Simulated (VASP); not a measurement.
# MgI2 (fluorite type) (Fm-3m) in VASP: a series of runs

Runs on MgI2 (fluorite type). Level: PBE. Tasks: electric field gradients.

All numbers are computed with VASP 6.6.1; they aren't measurements. Logs are shortened: lines on timing, memory, paths and dates and some standing lists are left out, and cuts for length are marked.

## 1. The cell of the first run

Symmetry: Fm-3m, No. 225, cubic system. Conventional cell: a = 7.527 Å, b = 7.527 Å, c = 7.527 Å, α = 90.00°, β = 90.00°, γ = 90.00°. Mg (site symmetry m-3m) has 8 I at 3.26 Å within 4.3 Å. Within 4.3 Å of I (site symmetry -43m) lie 4 Mg at 3.26 Å and 6 I at 3.76 Å.

## 2. Electric field gradients, PBE

INCAR reads:

```
PREC = Accurate
ENCUT = 520
EDIFF = 1E-8
ISMEAR = -1
SIGMA = 0.03
LREAL = F
LASPH = T
NELM = 100
ALGO = Normal
ISIF = 2
LWAVE = F
LCHARG = F
GGA = PE
LEFG = T
NBANDS = 15
```

KPOINTS reads:

```
regular mesh
0
Gamma
  10 10 10
```

POSCAR reads:

```
MgI2
1.0
    0.0000000000      3.7637298411      3.7637298411
    3.7637298411      0.0000000000      3.7637298411
    3.7637298411      3.7637298411      0.0000000000
Mg I
1 2
Direct
    0.0000000000      0.0000000000      0.0000000000
    0.2500000000      0.2500000000      0.2500000000
    0.7500000000      0.7500000000      0.7500000000
```

Potentials or basis: VASP PAW PBE potentials, release 64 (Mg, I).

Command:

```console
$ cat potpaw_PBE.64/Mg/POTCAR potpaw_PBE.64/I/POTCAR > POTCAR
$ mpirun -np 1 vasp_std > vasp.out
```

OUTCAR:

```text
PREC = Accurate
   ENCUT = 520
   EDIFF = 1E-8
   ISMEAR = -1
   LREAL = F
   LASPH = T
   NELM = 100
   ISIF = 2
   GGA = PE

 ion  position               nearest neighbor table
   1  0.000  0.000  0.000-   3 3.26   3 3.26   3 3.26   2 3.26   3 3.26   2 3.26   2 3.26   2 3.26

   2  0.250  0.250  0.250-   1 3.26   1 3.26   1 3.26   1 3.26
   3  0.750  0.750  0.750-   1 3.26   1 3.26   1 3.26   1 3.26

  LATTYP: Found a face centered cubic cell.
 ALAT       =     7.5274596822

  Lattice vectors:

 A1 = (   0.0000000000,   3.7637298411,   3.7637298411)
 A2 = (   3.7637298411,   0.0000000000,   3.7637298411)
 A3 = (   3.7637298411,   3.7637298411,   0.0000000000)

Analysis of symmetry for initial positions (statically):
=====================================================================
 Subroutine PRICEL returns:
 Original cell was already a primitive cell.

 Routine SETGRP: Setting up the symmetry group for a
 face centered cubic supercell.

 Subroutine GETGRP returns: Found 48 space group operations
 (whereof 48 operations were pure point group operations)
 out of a pool of 48 trial point group operations.

The static configuration has the point symmetry O_h .

Analysis of symmetry for dynamics (positions and initial velocities):
=====================================================================
 Subroutine PRICEL returns:
 Original cell was already a primitive cell.

 Routine SETGRP: Setting up the symmetry group for a
 face centered cubic supercell.

 Subroutine GETGRP returns: Found 48 space group operations
 (whereof 48 operations were pure point group operations)
 out of a pool of 48 trial point group operations.

The dynamic configuration has the point symmetry O_h .

 Subroutine INISYM returns: Found 48 space group operations
 (whereof 48 operations are pure point group operations),
 and found     1 'primitive' translations

----------------------------------------------------------------------------------------

                                     Primitive cell

  volume of cell :     106.6315

  direct lattice vectors                    reciprocal lattice vectors
     0.000000000  3.763729841  3.763729841    -0.132846942  0.132846942  0.132846942
     3.763729841  0.000000000  3.763729841     0.132846942 -0.132846942  0.132846942
     3.763729841  3.763729841  0.000000000     0.132846942  0.132846942 -0.132846942

  length of vectors
     5.322717786  5.322717786  5.322717786     0.230097653  0.230097653  0.230097653

  position of ions in fractional coordinates (direct lattice)
     0.000000000  0.000000000  0.000000000
     0.250000000  0.250000000  0.250000000
     0.750000000  0.750000000  0.750000000

  ion indices of the primitive-cell ions
   primitive index   ion index
                 1           1
                 2           2
                 3           3

----------------------------------------------------------------------------------------

 KPOINTS: regular mesh

Automatic generation of k-mesh.
 Grid dimensions read from file:
 generate k-points for:   10   10   10

 Generating k-lattice:

  Cartesian coordinates                     Fractional coordinates (reciprocal lattice)
    -0.013284694  0.013284694  0.013284694     0.100000000  0.000000000  0.000000000
     0.013284694 -0.013284694  0.013284694     0.000000000  0.100000000  0.000000000
     0.013284694  0.013284694 -0.013284694     0.000000000  0.000000000  0.100000000

  Length of vectors
     0.023009765  0.023009765  0.023009765

  Shift w.r.t. Gamma in fractional coordinates (k-lattice)
[... 42 lines left out ...]
 SYSTEM =  unknown system
   PREC   = accura    normal or accurate (medium, high low for compatibility)
   ISTART =      0    job   : 0-new  1-cont  2-samecut
   ICHARG =      2    charge: 1-file 2-atom 10-const
   ISPIN  =      1    spin polarized calculation?
   LNONCOLLINEAR =      F non collinear calculations
   LSORBIT =      F    spin-orbit coupling
   LASPH  =      T    aspherical Exc in radial PAW
   ENCUT  =  520.0 eV  38.22 Ry    6.18 a.u.   9.90  9.90  9.90*2*pi/ulx,y,z
   NELM   =    100;   NELMIN=  2; NELMDL= -5     # of ELM steps
   EDIFF  = 0.1E-07   stopping-criterion for ELM
   LREAL  =      F    real-space projection
   EDIFFG = 0.1E-06   stopping-criterion for IOM
   NSW    =      0    number of steps for IOM
   IBRION =     -1    ionic relax: 0-MD 1-quasi-New 2-CG
   NFREE  =      0    steps in history (QN), initial steepest desc. (CG)
   ISIF   =      2    stress and relaxation
   ISYM   =      2    0-nonsym 1-usesym 2-fastsym
   POTIM  = 0.5000    time-step for ionic-motion
   TEBEG  =    0.0;   TEEND  =   0.0 temperature during run
   PSTRESS=    0.0 pullay stress
   NELECT =      16.0000    total number of electrons
   NUPDOWN=      -1.0000    fix difference up-down
   EMIN   =  10.00;   EMAX   =-10.00  energy-range for DOS
   EFERMI =   0.00;   METHOD = LEGACY
   ISMEAR =    -1;   SIGMA  =   0.03  broadening in eV -4-tet -1-fermi 0-gaus
   EFERMI_NEDOS =   21; number of points for ismear=-14 and -15
   IALGO  =     38    algorithm
   IMIX   =      4    mixing-type and parameters
     AMIX     =   0.40;   BMIX     =  1.00
     AMIX_MAG =   1.60;   BMIX_MAG =  1.00
  volume/ion in A,a.u.               =      35.54       239.86
  Fermi-wavevector in a.u.,A,eV,Ry     =   0.869934  1.643937 10.296691  0.756785
  Thomas-Fermi vector in A             =   1.988827
   LORBIT       =      0    0 simple, 1 ext, 2 COOP (PROOUT), +10 PAW based schemes
   GGA     = PE    functional components
   LHFCALC =     F    Hartree Fock is set to
   AEXX    =    0.0000 exact exchange contribution
   IVDW    =     0    specifies the selected vdW correction
   LEPSILON=     F    determine dielectric tensor
   LRPA    =     F    only Hartree local field effects (RPA)
 non-spin polarized calculation
  energy-cutoff  :      520.00
  volume of cell :      106.63
 maximum number of plane-waves:      2884
   NGX = 19   NGY = 19   NGZ = 19

 number of electron      16.0000001 magnetization

 Free energy of the ion-electron system (eV)
  ---------------------------------------------------
  ext. energy  EPLUGINS =         0.00000000
  ---------------------------------------------------
  free energy    TOTEN  =        -6.40266556 eV

  energy without entropy =       -6.40266531  energy(sigma->0) =       -6.40266544

 E-fermi :   3.5071     XC(G=0):  -8.0940

 val. band max:        3.1943579010   @ k =   0.5000   0.5000   0.0000
 cond. band min:       3.7648846123   @ k =   0.0000   0.0000   0.0000
 fundamental gap:      0.5705267114
 Fermi energy:         3.5070896670

 k-point     1 :       0.0000    0.0000    0.0000
  band No.  band energies     occupation
      1      -9.7051      2.00000
      2      -8.1694      2.00000
      3       0.2692      2.00000
      4       0.2692      2.00000
      5       0.2692      2.00000
      6       2.0988      2.00000
      7       2.0988      2.00000
      8       2.0988      2.00000
      9       3.7649      0.00037
     10       6.3225      0.00000
     11       6.3225      0.00000
     12       6.3225      0.00000
     13       8.3959      0.00000
     14       8.3959      0.00000
[... 401 lines left out ...]
      2      -8.5813      2.00000
      3      -1.0546      2.00000
      4      -0.3529      2.00000
      5      -0.3382      2.00000
      6       2.3439      2.00000
      7       2.4331      2.00000
      8       2.4740      2.00000
      9       4.5285      0.00000
     10       6.9911      0.00000
     11       8.7405      0.00000
     12       8.7965      0.00000
     13       9.6118      0.00000
     14      10.1046      0.00000
     15      11.3595      0.00000

 [... further k-points ...]

------------------------ aborting loop because EDIFF is reached ----------------------------------------

  FORCE on cell =-STRESS in cart. coord.  units (eV):
  Direction    XX          YY          ZZ          XY          YZ          ZX
  --------------------------------------------------------------------------------------
  -------------------------------------------------------------------------------------
  Total       -0.0158787     -0.0158787     -0.0158787      0.0000000      0.0000000      0.0000000
  in kB       -0.2385826     -0.2385826     -0.2385826      0.0000000      0.0000000      0.0000000
  external PRESSURE =      -0.2385826 kB  Pullay stress =       0.0000000 kB

 VOLUME and BASIS-vectors are now :
 -----------------------------------------------------------------------------
  energy-cutoff  :      520.00
  volume of cell :      106.63
      direct lattice vectors                 reciprocal lattice vectors
     0.000000000  3.763729841  3.763729841    -0.132846942  0.132846942  0.132846942
     3.763729841  0.000000000  3.763729841     0.132846942 -0.132846942  0.132846942
     3.763729841  3.763729841  0.000000000     0.132846942  0.132846942 -0.132846942

 POSITION                                       TOTAL-FORCE (eV/Angst)
 -----------------------------------------------------------------------------------
      0.00000      0.00000      0.00000        -0.000000     -0.000000     -0.000000
      1.88186      1.88186      1.88186        -0.000000     -0.000000     -0.000000
      5.64559      5.64559      5.64559         0.000000      0.000000      0.000000
 -----------------------------------------------------------------------------------
    total drift:                                0.000000     -0.000000      0.000000

  FREE ENERGIE OF THE ION-ELECTRON SYSTEM (eV)
  ---------------------------------------------------
  free  energy   TOTEN  =        -6.4026655592 eV

  energy  without entropy=       -6.4026653126  energy(sigma->0) =       -6.40266544

 Electric field gradients (V/A^2)
---------------------------------------------------------------------
 ion       V_xx      V_yy      V_zz      V_xy      V_xz      V_yz
---------------------------------------------------------------------
   1      -0.000    -0.000     0.000     0.000     0.000     0.000
   2      -0.000    -0.000    -0.000     0.000     0.000     0.000
   3      -0.000    -0.000    -0.000     0.000     0.000     0.000
---------------------------------------------------------------------

 Electric field gradients after diagonalization (V/A^2)
 (convention: |V_zz| > |V_xx| > |V_yy|)
----------------------------------------------------------------------
 ion       V_xx      V_yy      V_zz     asymmetry (V_yy - V_xx)/ V_zz
----------------------------------------------------------------------
   1      -0.000    -0.000     0.000       0.000
   2      -0.000    -0.000     0.000       0.000
   3      -0.000    -0.000     0.000       0.000
----------------------------------------------------------------------

           NMR quadrupolar parameters

 Cq : quadrupolar parameter    Cq=e*Q*V_zz/h
 eta: asymmetry parameters     (V_yy - V_xx)/ V_zz
 Q  : nuclear electric quadrupole moment in mb (millibarn)
----------------------------------------------------------------------
 ion       Cq(MHz)       eta       Q (mb)
----------------------------------------------------------------------
   1       0.000       0.000       1.000
   2       0.000       0.000       1.000
   3       0.000       0.000       1.000
----------------------------------------------------------------------
```

It took 1.8 min on 1 thread of Intel Xeon Platinum 8375C at 2.90GHz (Ice Lake), shared host; peak memory 0.28 GiB.

What came out:

```
Free energy            : -6.4027 eV
Pressure               : 0.0 GPa
Band gap on the k mesh : 0.57 eV, indirect (least direct gap 1.07 eV)
```

Levels at points of the mesh, in eV from the valence-band top:
```tsv
k point	band 5	band 6	band 7	band 8	band 9	band 10	band 11	band 12
(0.00, 0.00, 0.00)	-2.93	-1.10	-1.10	-1.10	0.57	3.13	3.13	3.13
(0.50, 0.00, 0.00)	-2.47	-2.47	-2.23	-2.23	2.64	5.07	5.07	5.96
(0.50, 0.50, 0.00)	-3.71	-0.49	-0.49	0.00	1.07	4.08	6.41	6.41
```

Caveat: without QUAD_EFG the Cq values of the log hold for a quadrupole moment of 1 mb, not for the nuclei; spin-orbit coupling is left out, which moves the levels of the heavy elements. A k mesh can miss the band edges.

## 3. Electric field gradients, PBE

INCAR reads:

```
SYSTEM = MgI2
  PREC = Accurate
  ENCUT = 520
  EDIFF = 1E-8
  ISMEAR = -1
  SIGMA = 0.03
  LREAL = .FALSE.
  LASPH = .TRUE.
  NELM = 100
  ALGO = Normal
  ISIF = 2
  LWAVE = .FALSE.
  LCHARG = .FALSE.
  GGA = PE
  LEFG = .TRUE.
  NBANDS = 15
```

KPOINTS reads:

```
regular mesh
0
G
  10 10 10
  0 0 0
```

POSCAR is that of step 2.

Potentials or basis: VASP PAW PBE potentials, release 64 (Mg, I).

Command:

```console
$ cat potpaw_PBE.64/Mg/POTCAR potpaw_PBE.64/I/POTCAR > POTCAR
$ mpirun -np 1 vasp_std > vasp.out
```

OUTCAR:

```text
SYSTEM = MgI2
   PREC = Accurate
   ENCUT = 520
   EDIFF = 1E-8
   ISMEAR = -1
   LREAL = .FALSE.
   LASPH = .TRUE.
   NELM = 100
   ISIF = 2
   GGA = PE

 ion  position               nearest neighbor table
   1  0.000  0.000  0.000-   3 3.26   3 3.26   3 3.26   2 3.26   3 3.26   2 3.26   2 3.26   2 3.26

   2  0.250  0.250  0.250-   1 3.26   1 3.26   1 3.26   1 3.26
   3  0.750  0.750  0.750-   1 3.26   1 3.26   1 3.26   1 3.26

  LATTYP: Found a face centered cubic cell.
 ALAT       =     7.5274596822

  Lattice vectors:

 A1 = (   0.0000000000,   3.7637298411,   3.7637298411)
[... 651 lines left out ...]

 Electric field gradients (V/A^2)
---------------------------------------------------------------------
 ion       V_xx      V_yy      V_zz      V_xy      V_xz      V_yz
---------------------------------------------------------------------
   1      -0.000    -0.000     0.000     0.000     0.000     0.000
   2      -0.000    -0.000    -0.000     0.000     0.000     0.000
   3      -0.000    -0.000    -0.000     0.000     0.000     0.000
---------------------------------------------------------------------

 Electric field gradients after diagonalization (V/A^2)
 (convention: |V_zz| > |V_xx| > |V_yy|)
----------------------------------------------------------------------
 ion       V_xx      V_yy      V_zz     asymmetry (V_yy - V_xx)/ V_zz
----------------------------------------------------------------------
   1      -0.000    -0.000     0.000       0.000
   2      -0.000    -0.000     0.000       0.000
   3      -0.000    -0.000     0.000       0.000
----------------------------------------------------------------------

           NMR quadrupolar parameters

 Cq : quadrupolar parameter    Cq=e*Q*V_zz/h
 eta: asymmetry parameters     (V_yy - V_xx)/ V_zz
 Q  : nuclear electric quadrupole moment in mb (millibarn)
----------------------------------------------------------------------
 ion       Cq(MHz)       eta       Q (mb)
----------------------------------------------------------------------
   1       0.000       0.000       1.000
   2       0.000       0.000       1.000
   3       0.000       0.000       1.000
----------------------------------------------------------------------
```

stdout:

```text
POSCAR found type information on POSCAR MgI
 POSCAR found :  2 types and       3 ions
 scaLAPACK will be used
 LDA part: xc-table for (Slater+PW92), standard interpolation
 POSCAR, INCAR and KPOINTS ok, starting setup
 FFT: planning ... GRIDC
 FFT: planning ... GRID_SOFT
 FFT: planning ... GRID
 WAVECAR not read
 entering main loop
ion   1

ion   2

ion   3
```

Wall time 94 s (1 thread of Intel Xeon Platinum 8375C at 2.90GHz (Ice Lake), shared host); peak memory 0.28 GiB.

What came out:

```
Free energy            : -6.4027 eV
Pressure               : 0.0 GPa
Band gap on the k mesh : 0.57 eV, indirect (least direct gap 1.07 eV)
```

Caveat: without QUAD_EFG the Cq values of the log hold for a quadrupole moment of 1 mb, not for the nuclei; spin-orbit coupling is left out, which moves the levels of the heavy elements. A k mesh can miss the band edges.
